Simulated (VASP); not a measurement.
Al2Pt, 3 atoms in the cell. The structure is cubic, space group Fm-3m (No. 225). The conventional cell has a = 5.910 Å, b = 5.910 Å, c = 5.910 Å, α = 90.00°, β = 90.00°, γ = 90.00°. Pt (site symmetry m-3m) has 8 Al at 2.56 Å within 3.4 Å. Within 3.4 Å of Al (site symmetry -43m) lie 4 Pt at 2.56 Å and 6 Al at 2.96 Å. 

```yaml
Program: VASP 6.6.1
Task: single point
Functional: PBEsol
Potentials_or_basis: VASP PAW PBE potentials, release 64 (Pt_sv_GW, Al)
Cutoff: 570 eV
k_mesh: 8 × 8 × 8
Occupations: fermi-dirac, width 0.05 eV
Spin: non-collinear spin, zero start, spin-orbit coupling
Starting_moments: "[[0.0, 0.0, 0.0], [0.0, 0.0, 0.0], [0.0, 0.0, 0.0]] μB"
Dipole_correction: no
Further_INCAR_settings: ALGO = Normal; EDIFF = 1e-06; NBANDS = 37
```

Potentials or basis: VASP PAW PBE potentials, release 64 (Pt_sv_GW, Al).

Run with:

```bash
$ cat potpaw_PBE.64/Pt_sv_GW/POTCAR potpaw_PBE.64/Al/POTCAR > POTCAR
$ mpirun -np 1 vasp_ncl > vasp.out
```

Hardware: 1 thread of Intel(R) Xeon(R) Platinum 8559C (Emerald Rapids), with other jobs on the host.

Q: Estimate the wall time of this run.

A: Wall time 2.1 min on 1 thread of Intel(R) Xeon(R) Platinum 8559C (Emerald Rapids) (shared host), peak memory 0.42 GiB. Counts: scf iterations 13, k points 29.
